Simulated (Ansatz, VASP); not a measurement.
# One calculation of ZnF, two programs

```
Zn F
1.0
     0.00000    2.32288    2.32288
     2.32288    0.00000    2.32288
     2.32288    2.32288    0.00000
Zn F
1 1
Direct
  0.00000 0.00000 0.00000
  0.50000 0.50000 0.50000
```

Alike in both runs: task single point; functional PBE; k mesh 6 × 6 × 6; occupations gaussian, width 0.1 eV; no spin polarisation.

|  | VASP | Ansatz |
| --- | --- | --- |
| version | VASP 6.6.1 | Ansatz 0.2.0 |
| potentials or method | VASP PAW PBE potentials, release 64 (Zn, F), cutoff 600 eV | scalar-relativistic, plane waves, PAW |
| valence electrons in the cell | 19 | 19 |

Ansatz gave:

```
gap on the k mesh at the Fermi level (eV) : none
pressure (GPa)                            : 11.5
```

Question: Estimate VASP's values.

Answer: gap on the k mesh at the Fermi level (eV): none; pressure (GPa): 11.3.

A gap of «none» marks a metal or a gap that the smearing closes.

The k mesh is coarse, so the values compare programs but aren't converged.
